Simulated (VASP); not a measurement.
Set up this calculation in VASP 6.6.1, as the native input.

```yaml
Task: single point
Functional: PBE
Potentials_or_basis: VASP PAW PBE potentials, release 64 (Sb, Bi_d, O)
Cutoff: 520 eV
k_mesh: 6 × 6 × 10
Occupations: gaussian, width 0.1 eV
Spin: no spin polarisation
Dipole_correction: no
Further_INCAR_settings: ALGO = Normal; EDIFF = 1e-06; NBANDS = 30
```

The structure of BiSb3O2 lies in POSCAR:

```
BiSb3O2
1.0
    6.4840211373      0.0000000000      0.0000000000
   -3.2420105686      5.6153270236      0.0000000000
    0.0000000000      0.0000000000      3.4506334376
Sb Bi O
3 1 2
Direct
    0.0000000000      0.5000000000      0.0000000000
    0.5000000000      0.5000000000      0.0000000000
    0.5000000000      0.0000000000      0.0000000000
    0.0000000000      0.0000000000      0.5000000000
    0.6666666667      0.3333333333      0.5000000000
    0.3333333333      0.6666666667      0.5000000000
```

One way to write it, as run:

INCAR

```
PREC     = Accurate       # precision mode
ENCUT    = 520            # plane-wave cutoff, eV
EDIFF    = 1E-6           # SCF threshold, eV
ISMEAR   = 0              # smearing method
SIGMA    = 0.1            # smearing width, eV
LREAL    = False          # projectors in reciprocal space
LASPH    = True           # aspherical terms in the spheres
NELM     = 80             # most SCF steps
ALGO     = Normal         # electronic algorithm
ISIF     = 2              # what is computed and relaxed
LWAVE    = False          # write WAVECAR
LCHARG   = True           # write CHGCAR
GGA      = PE             # functional
LELF     = True           # ELF
LVHAR    = True         
NBANDS   = 30             # bands
```

KPOINTS

```
regular mesh
0
Gamma
  6 6 10
```

Potentials or basis: VASP PAW PBE potentials, release 64 (Sb, Bi_d, O).

Command:

```sh
$ cat potpaw_PBE.64/Sb/POTCAR potpaw_PBE.64/Bi_d/POTCAR potpaw_PBE.64/O/POTCAR > POTCAR
$ mpirun -np 1 vasp_std > vasp.out
```

Results of the run:

```
Pressure               : -0.5 GPa
Band gap on the k mesh : zero (band 21 reaches 9.93 eV, above the bottom of band 22 at 7.03 eV)
```

Caveat: spin-orbit coupling is left out, which moves the levels of the heavy elements.

It took 4.5 min on 1 thread of Oxide Virtual Turin-like Processor, with other jobs on the host, peak memory 0.3 GiB.
